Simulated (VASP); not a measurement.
# InSb (F-43m) in VASP: a series of runs

InSb is run at these levels: PBEsol; tasks: electric field gradients.

All numbers are computed with VASP 6.6.1; they aren't measurements. Logs are shortened: lines on timing, memory, paths and dates and some standing lists are left out, and cuts for length are marked.

## (1) The cell of the first run

Symmetry: F-43m, No. 216, cubic system. The conventional cell has a = 6.435 Å, b = 6.435 Å, c = 6.435 Å, α = 90.00°, β = 90.00°, γ = 90.00°. In (site symmetry -43m) has 4 Sb at 2.79 Å within 3.7 Å. Within 3.7 Å of Sb (site symmetry -43m) lie 4 In at 2.79 Å.

## (2) Electric field gradients, PBEsol (33.30 Å³/atom)

Input file INCAR:

```
  PREC = Accurate
  ENCUT = 520
  EDIFF = 1E-8
  ISMEAR = -1
  SIGMA = 0.05
  LREAL = F
  LASPH = T
  NELM = 60
  ALGO = Normal
  ISIF = 2
  LWAVE = F
  LCHARG = F
  GGA = PS
  LEFG = T
  NBANDS = 16
```

Input file KPOINTS:

```
Automatic mesh
0
Gamma
  9 9 9
```

Input file POSCAR:

```
InSb
1.0
    0.0000000000      3.2173604188      3.2173604188
    3.2173604188      0.0000000000      3.2173604188
    3.2173604188      3.2173604188      0.0000000000
In Sb
1 1
Direct
    0.0000000000      0.0000000000      0.0000000000
    0.7500000000      0.7500000000      0.7500000000
```

Potentials or basis: VASP PAW PBE potentials, release 64 (In_d, Sb).

Command:

```sh
cat potpaw_PBE.64/In_d/POTCAR potpaw_PBE.64/Sb/POTCAR > POTCAR
mpirun -np 1 vasp_std > vasp.out
```

OUTCAR:

```text
PREC = Accurate
   ENCUT = 520
   EDIFF = 1E-8
   ISMEAR = -1
   LREAL = F
   LASPH = T
   NELM = 60
   ISIF = 2
   GGA = PS

 ion  position               nearest neighbor table
   1  0.000  0.000  0.000-   2 2.79   2 2.79   2 2.79   2 2.79
   2  0.750  0.750  0.750-   1 2.79   1 2.79   1 2.79   1 2.79

  LATTYP: Found a face centered cubic cell.
 ALAT       =     6.4347208376

  Lattice vectors:

 A1 = (   0.0000000000,   3.2173604188,   3.2173604188)
 A2 = (   3.2173604188,   0.0000000000,   3.2173604188)
 A3 = (   3.2173604188,   3.2173604188,   0.0000000000)

Analysis of symmetry for initial positions (statically):
=====================================================================
 Subroutine PRICEL returns:
 Original cell was already a primitive cell.

 Routine SETGRP: Setting up the symmetry group for a
 face centered cubic supercell.

 Subroutine GETGRP returns: Found 24 space group operations
 (whereof 24 operations were pure point group operations)
 out of a pool of 48 trial point group operations.

The static configuration has the point symmetry T_d .

Analysis of symmetry for dynamics (positions and initial velocities):
=====================================================================
 Subroutine PRICEL returns:
 Original cell was already a primitive cell.

 Routine SETGRP: Setting up the symmetry group for a
 face centered cubic supercell.

 Subroutine GETGRP returns: Found 24 space group operations
 (whereof 24 operations were pure point group operations)
 out of a pool of 48 trial point group operations.

The dynamic configuration has the point symmetry T_d .

 Subroutine INISYM returns: Found 24 space group operations
 (whereof 24 operations are pure point group operations),
 and found     1 'primitive' translations

----------------------------------------------------------------------------------------

                                     Primitive cell

  volume of cell :      66.6084

  direct lattice vectors                    reciprocal lattice vectors
     0.000000000  3.217360419  3.217360419    -0.155406897  0.155406897  0.155406897
     3.217360419  0.000000000  3.217360419     0.155406897 -0.155406897  0.155406897
     3.217360419  3.217360419  0.000000000     0.155406897  0.155406897 -0.155406897

  length of vectors
     4.550034739  4.550034739  4.550034739     0.269172642  0.269172642  0.269172642

  position of ions in fractional coordinates (direct lattice)
     0.000000000  0.000000000  0.000000000
     0.750000000  0.750000000  0.750000000

  ion indices of the primitive-cell ions
   primitive index   ion index
                 1           1
                 2           2

----------------------------------------------------------------------------------------

 KPOINTS: Automatic mesh

Automatic generation of k-mesh.
 Grid dimensions read from file:
 generate k-points for:    9    9    9

 Generating k-lattice:

  Cartesian coordinates                     Fractional coordinates (reciprocal lattice)
    -0.017267433  0.017267433  0.017267433     0.111111111  0.000000000  0.000000000
     0.017267433 -0.017267433  0.017267433     0.000000000  0.111111111  0.000000000
     0.017267433  0.017267433 -0.017267433     0.000000000  0.000000000  0.111111111

  Length of vectors
     0.029908071  0.029908071  0.029908071

  Shift w.r.t. Gamma in fractional coordinates (k-lattice)
     0.000000000  0.000000000  0.000000000

 Subroutine IBZKPT returns following result:
 ===========================================

 Found     35 irreducible k-points:

 Following reciprocal coordinates:
            Coordinates               Weight
  0.000000  0.000000  0.000000      1.000000
  0.111111  0.000000  0.000000      8.000000
  0.222222  0.000000  0.000000      8.000000
  0.333333  0.000000  0.000000      8.000000
  0.444444  0.000000  0.000000      8.000000
  0.111111  0.111111  0.000000      6.000000
[... 16 lines left out ...]
 -0.333333  0.333333  0.000000     12.000000
  0.444444  0.444444  0.000000      6.000000
 [... further k-points ...]
   k-points           NKPTS =     35   k-points in BZ     NKDIM =     35   number of bands    NBANDS=     16
   number of dos      NEDOS =    301   number of ions     NIONS =      2
   total plane-waves  NPLWV =  46656
   dimension x,y,z NGX =    36 NGY =   36 NGZ =   36
   dimension x,y,z NGXF=    72 NGYF=   72 NGZF=   72
   ions per type =               1   1
   NGX,Y,Z   is equivalent  to a cutoff of  13.15, 13.15, 13.15 a.u.
   NGXF,Y,Z  is equivalent  to a cutoff of  26.31, 26.31, 26.31 a.u.
 SYSTEM =  unknown system
   PREC   = accura    normal or accurate (medium, high low for compatibility)
   ISTART =      0    job   : 0-new  1-cont  2-samecut
   ICHARG =      2    charge: 1-file 2-atom 10-const
   ISPIN  =      1    spin polarized calculation?
   LNONCOLLINEAR =      F non collinear calculations
   LSORBIT =      F    spin-orbit coupling
   LASPH  =      T    aspherical Exc in radial PAW
   ENCUT  =  520.0 eV  38.22 Ry    6.18 a.u.   8.46  8.46  8.46*2*pi/ulx,y,z
   NELM   =     60;   NELMIN=  2; NELMDL= -5     # of ELM steps
   EDIFF  = 0.1E-07   stopping-criterion for ELM
   LREAL  =      F    real-space projection
   EDIFFG = 0.1E-06   stopping-criterion for IOM
   NSW    =      0    number of steps for IOM
   IBRION =     -1    ionic relax: 0-MD 1-quasi-New 2-CG
   NFREE  =      0    steps in history (QN), initial steepest desc. (CG)
   ISIF   =      2    stress and relaxation
   ISYM   =      2    0-nonsym 1-usesym 2-fastsym
   POTIM  = 0.5000    time-step for ionic-motion
   TEBEG  =    0.0;   TEEND  =   0.0 temperature during run
   PSTRESS=    0.0 pullay stress
   NELECT =      18.0000    total number of electrons
   NUPDOWN=      -1.0000    fix difference up-down
   EMIN   =  10.00;   EMAX   =-10.00  energy-range for DOS
   EFERMI =   0.00;   METHOD = LEGACY
   ISMEAR =    -1;   SIGMA  =   0.05  broadening in eV -4-tet -1-fermi 0-gaus
   EFERMI_NEDOS =   21; number of points for ismear=-14 and -15
   IALGO  =     38    algorithm
   IMIX   =      4    mixing-type and parameters
     AMIX     =   0.40;   BMIX     =  1.00
     AMIX_MAG =   1.60;   BMIX_MAG =  1.00
  volume/ion in A,a.u.               =      33.30       224.75
  Fermi-wavevector in a.u.,A,eV,Ry     =   1.058415  2.000114 15.241820  1.120242
  Thomas-Fermi vector in A             =   2.193723
   LORBIT       =      0    0 simple, 1 ext, 2 COOP (PROOUT), +10 PAW based schemes
   GGA     = PS    functional components
   LHFCALC =     F    Hartree Fock is set to
   AEXX    =    0.0000 exact exchange contribution
   IVDW    =     0    specifies the selected vdW correction
   LEPSILON=     F    determine dielectric tensor
   LRPA    =     F    only Hartree local field effects (RPA)
 non-spin polarized calculation
  energy-cutoff  :      520.00
  volume of cell :       66.61
 maximum number of plane-waves:      1820
 NGX is ok and might be reduce to    36
   NGX = 17   NGY = 17   NGZ = 17

 number of electron      17.9999998 magnetization

 Free energy of the ion-electron system (eV)
  ---------------------------------------------------
  ext. energy  EPLUGINS =         0.00000000
  ---------------------------------------------------
  free energy    TOTEN  =        -7.68304847 eV

  energy without entropy =       -7.68262718  energy(sigma->0) =       -7.68283782

 E-fermi :   5.2369     XC(G=0):  -8.9567

 val. band max:        5.1832126030   @ k =   0.0000   0.0000   0.0000
 cond. band min:       5.7088862493   @ k =   0.4444   0.0000   0.0000
 fundamental gap:      0.5256736463
 Fermi energy:         5.2368807072

 k-point     1 :       0.0000    0.0000    0.0000
  band No.  band energies     occupation
      1      -9.4055      2.00000
      2      -9.4055      2.00000
      3      -9.4055      2.00000
      4      -9.3128      2.00000
      5      -9.3128      2.00000
      6      -5.7001      2.00000
[... 8 lines left out ...]
     15      13.5108      0.00000
     16      13.5108      0.00000

 k-point     2 :       0.1111    0.0000    0.0000
  band No.  band energies     occupation
      1      -9.4119      2.00000
      2      -9.4026      2.00000
      3      -9.4026      2.00000
      4      -9.3131      2.00000
      5      -9.3131      2.00000
      6      -5.5838      2.00000
[... 8 lines left out ...]
     15      12.7350      0.00000
     16      12.7350      0.00000

 k-point     3 :       0.2222    0.0000    0.0000
  band No.  band energies     occupation
      1      -9.4281      2.00000
      2      -9.3959      2.00000
      3      -9.3959      2.00000
      4      -9.3132      2.00000
      5      -9.3132      2.00000
      6      -5.2514      2.00000
[... 8 lines left out ...]
     15      12.4021      0.00000
     16      12.4021      0.00000

 k-point     4 :       0.3333    0.0000    0.0000
  band No.  band energies     occupation
      1      -9.4461      2.00000
      2      -9.3891      2.00000
      3      -9.3891      2.00000
      4      -9.3124      2.00000
      5      -9.3124      2.00000
      6      -4.7707      2.00000
[... 8 lines left out ...]
     15      12.9104      0.00000
     16      12.9104      0.00000

 k-point     5 :       0.4444    0.0000    0.0000
  band No.  band energies     occupation
      1      -9.4576      2.00000
      2      -9.3853      2.00000
      3      -9.3853      2.00000
      4      -9.3112      2.00000
      5      -9.3112      2.00000
      6      -4.3429      2.00000
[... 8 lines left out ...]
     15      14.0251      0.00000
     16      14.0251      0.00000

 k-point     6 :       0.1111    0.1111    0.0000
  band No.  band energies     occupation
      1      -9.4172      2.00000
      2      -9.4000      2.00000
      3      -9.4000      2.00000
      4      -9.3148      2.00000
      5      -9.3117      2.00000
      6      -5.5448      2.00000
[... 8 lines left out ...]
     15      11.9147      0.00000
     16      13.6355      0.00000
[... 267 lines left out ...]
 k-point    21 :       0.4444    0.3333    0.0000
  band No.  band energies     occupation
      1      -9.4830      2.00000
      2      -9.3654      2.00000
      3      -9.3640      2.00000
      4      -9.3299      2.00000
      5      -9.3050      2.00000
      6      -4.0282      2.00000
[... 8 lines left out ...]
     15      15.1531      0.00000
     16      15.4349      0.00000

 k-point    22 :      -0.4444    0.3333    0.0000
  band No.  band energies     occupation
      1      -9.4827      2.00000
      2      -9.3679      2.00000
      3      -9.3637      2.00000
      4      -9.3267      2.00000
      5      -9.3073      2.00000
      6      -3.7375      2.00000
[... 8 lines left out ...]
     15      14.1415      0.00000
     16      16.0226      0.00000

 k-point    23 :      -0.3333    0.3333    0.0000
  band No.  band energies     occupation
      1      -9.4754      2.00000
      2      -9.3734      2.00000
      3      -9.3685      2.00000
      4      -9.3208      2.00000
      5      -9.3111      2.00000
      6      -3.8038      2.00000
[... 8 lines left out ...]
     15      12.9619      0.00000
     16      16.1823      0.00000

 k-point    24 :       0.4444    0.4444    0.0000
  band No.  band energies     occupation
      1      -9.4924      2.00000
      2      -9.3584      2.00000
      3      -9.3584      2.00000
      4      -9.3341      2.00000
      5      -9.3033      2.00000
      6      -3.7579      2.00000
[... 8 lines left out ...]
     15      15.3001      0.00000
     16      16.0025      0.00000

 [... further k-points ...]

------------------------ aborting loop because EDIFF is reached ----------------------------------------

  FORCE on cell =-STRESS in cart. coord.  units (eV):
  Direction    XX          YY          ZZ          XY          YZ          ZX
  --------------------------------------------------------------------------------------
  -------------------------------------------------------------------------------------
  Total        0.7755918      0.7755918      0.7755918      0.0000000      0.0000000     -0.0000000
  in kB       18.6558340     18.6558340     18.6558340      0.0000000      0.0000000     -0.0000000
  external PRESSURE =      18.6558340 kB  Pullay stress =       0.0000000 kB

 VOLUME and BASIS-vectors are now :
 -----------------------------------------------------------------------------
  energy-cutoff  :      520.00
  volume of cell :       66.61
      direct lattice vectors                 reciprocal lattice vectors
     0.000000000  3.217360419  3.217360419    -0.155406897  0.155406897  0.155406897
     3.217360419  0.000000000  3.217360419     0.155406897 -0.155406897  0.155406897
     3.217360419  3.217360419  0.000000000     0.155406897  0.155406897 -0.155406897

 POSITION                                       TOTAL-FORCE (eV/Angst)
 -----------------------------------------------------------------------------------
      0.00000      0.00000      0.00000         0.000000     -0.000000      0.000000
      4.82604      4.82604      4.82604        -0.000000      0.000000     -0.000000
 -----------------------------------------------------------------------------------
    total drift:                                0.000000      0.000000      0.000000

  FREE ENERGIE OF THE ION-ELECTRON SYSTEM (eV)
  ---------------------------------------------------
  free  energy   TOTEN  =        -7.6830484658 eV

  energy  without entropy=       -7.6826271805  energy(sigma->0) =       -7.68283782

 Electric field gradients (V/A^2)
---------------------------------------------------------------------
 ion       V_xx      V_yy      V_zz      V_xy      V_xz      V_yz
---------------------------------------------------------------------
   1       0.000    -0.000     0.000     0.001     0.001     0.001
   2       0.000    -0.000     0.000    -0.000    -0.000    -0.000
---------------------------------------------------------------------

 Electric field gradients after diagonalization (V/A^2)
 (convention: |V_zz| > |V_xx| > |V_yy|)
----------------------------------------------------------------------
 ion       V_xx      V_yy      V_zz     asymmetry (V_yy - V_xx)/ V_zz
----------------------------------------------------------------------
   1      -0.001    -0.001     0.001       0.000
   2       0.000     0.000    -0.000       0.000
----------------------------------------------------------------------

           NMR quadrupolar parameters

 Cq : quadrupolar parameter    Cq=e*Q*V_zz/h
 eta: asymmetry parameters     (V_yy - V_xx)/ V_zz
 Q  : nuclear electric quadrupole moment in mb (millibarn)
----------------------------------------------------------------------
 ion       Cq(MHz)       eta       Q (mb)
----------------------------------------------------------------------
   1       0.000       0.000       1.000
   2      -0.000       0.000       1.000
----------------------------------------------------------------------
```

Run time: 66 s. Hardware: 1 thread of Intel Xeon 8259CL, shared host; peak memory 0.22 GiB.

What came out:

```yaml
Free_energy: -7.6830 eV
Pressure: 1.9 GPa
Band_gap_on_the_k_mesh: zero (filled and empty bands touch)
Largest_electric_field_gradient_by_atom: zero within the noise of the run
```

Levels at points of the mesh, in eV from the Fermi level:
```
           k point  band 6  band 7  band 8  band 9  band 10  band 11  band 12  band 13
(0.00, 0.00, 0.00)  -10.94   -0.20   -0.05   -0.05    -0.05     2.87     2.87     2.87
```

Caveat: semilocal functionals underestimate gaps, so a narrow gap can read as zero; the PAW data sets were made with another functional, which shifts forces and pressure a little; spin-orbit coupling is left out, which moves the levels of the heavy elements.

(Continued in part 2 of 3.)
